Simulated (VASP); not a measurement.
The system is ZrSeBr.

```
Zr Se Br
1.0
     4.98498    0.00000    0.00000
    -2.49249    4.31712    0.00000
     0.00000    0.00000    3.09263
Zr Se Br
1 1 1
Cartesian
  0.0000 0.0000 1.5463
  0.0000 2.8781 0.0000
  2.4925 1.4390 0.0000
```

The cell was generated, and may not be a known phase.

| Item | Value |
| --- | --- |
| Program | VASP 6.6.1 |
| Task | relaxation of cell and atoms |
| Functional | PBE |
| Potentials or basis | VASP PAW PBE potentials, release 64 (Zr_sv, Se, Br) |
| Cutoff | 600 eV |
| k mesh | 12 × 12 × 16 |
| Occupations | gaussian, width 0.1 eV |
| Spin | no spin polarisation |

At the start: pressure 0.2 GPa; volume 22.19 Å³/atom.

Problem. How do energy, volume and symmetry change on relaxing?

Solution. Over 6 steps the energy falls by 8.8 meV/atom and the volume is 22.14 Å³/atom (-0.2 %); space group P-6m2 (No. 187, to 0.1 Å) before and after.

Step by step:
```csv
step,energy change (eV),largest force (eV/Å),pressure (GPa),volume (Å³)
1,0.0000,0.0000,0.22,66.56
2,-0.0223,0.0000,-0.33,66.83
3,-0.0252,0.0000,-0.59,66.99
4,-0.0254,0.0000,-0.54,66.96
5,-0.0261,0.0000,0.24,66.18
6,-0.0263,0.0000,0.00,66.42
```

Final structure:
```cif
data_structure
_symmetry_space_group_name_H-M 'P 1'
_symmetry_Int_Tables_number 1
_cell_length_a 4.9068
_cell_length_b 4.9068
_cell_length_c 3.1852
_cell_angle_alpha 90.000
_cell_angle_beta 90.000
_cell_angle_gamma 120.000
_cell_volume 66.42
loop_
_atom_site_label
_atom_site_type_symbol
_atom_site_fract_x
_atom_site_fract_y
_atom_site_fract_z
_atom_site_occupancy
Zr1 Zr 0.00000 0.00000 0.50000 1
Se1 Se 0.33333 0.66667 0.00000 1
Br1 Br 0.66667 0.33333 0.00000 1
```

Caveat: an odd number of electrons without spin polarisation forces a metal; a magnetic or distorted state may lie lower.
